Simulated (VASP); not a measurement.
Input of a VASP 6.6.1 run:

The input INCAR:

```
SYSTEM = Cu
  PREC = Accurate
  ENCUT = 520
  EDIFF = 1E-6
  ISMEAR = -1
  SIGMA = 0.05
  LREAL = .False.
  LASPH = .True.
  NELM = 60
  ALGO = Normal
  ISIF = 2
  LWAVE = .False.
  LCHARG = .False.
  GGA = PE
  NBANDS = 24
```

File KPOINTS:

```
regular mesh
0
Gamma
  10 10 14
  0 0 0
```

The input POSCAR:

```
Cu
1.0
    3.6604160834      0.0000000000      0.0000000000
   -1.8302080417      3.1700133167      0.0000000000
    0.0000000000      0.0000000000      2.1931318138
Cu
3
Direct
    0.0000000000      0.0000000000      0.0000000000
    0.3333333333      0.6666666667      0.5000000000
    0.6666666667      0.3333333333      0.5000000000
```

Potentials or basis: VASP PAW PBE potentials, release 64 (Cu).

Run with:

```sh
$ cat potpaw_PBE.64/Cu/POTCAR > POTCAR
$ mpirun -np 1 vasp_std > vasp.out
```

(1) What does it give for the pressure?

## Answers

(1) 120.6 GPa.
